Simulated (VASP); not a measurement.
Runs of VASP 6.6.1 on Cu. The structure is that of space group Fm-3m (No. 225), or close to it. The cells are those of the table. 

| task | cell | k mesh for the DOS | occupations for the DOS | gap on the mesh (eV) | pressure (GPa) |
| --- | --- | --- | --- | --- | --- |
| single point | a = 2.524 Å, angles 60.0°, 1 atom | - | - | none | (b) |
| single point | a = 2.103 Å, angles 60.0°, 1 atom | - | - | none | 370.8 |
| single point | a = 2.224 Å, angles 60.0°, 1 atom | - | - | none | 177.3 |
| single point | a = 2.567 Å, angles 60.0°, 1 atom | - | - | none | 0.6 |
| single point | a = 2.332 Å, angles 60.0°, 1 atom | - | - | none | 83.3 |
| single point | a = 2.432 Å, angles 60.0°, 1 atom | - | - | none | (a) |

Alike in all rows: level PBE; potentials or basis VASP PAW PBE potentials, release 64 (Cu); no spin polarisation; k mesh 18 × 18 × 18; cutoff (eV) 520; smearing fermi-dirac 0.05 eV.

Question: Fill in the values left out.

Answer: (a) 34.7; (b) 8.8.

A gap of «none» marks levels without a gap at the run's occupations.
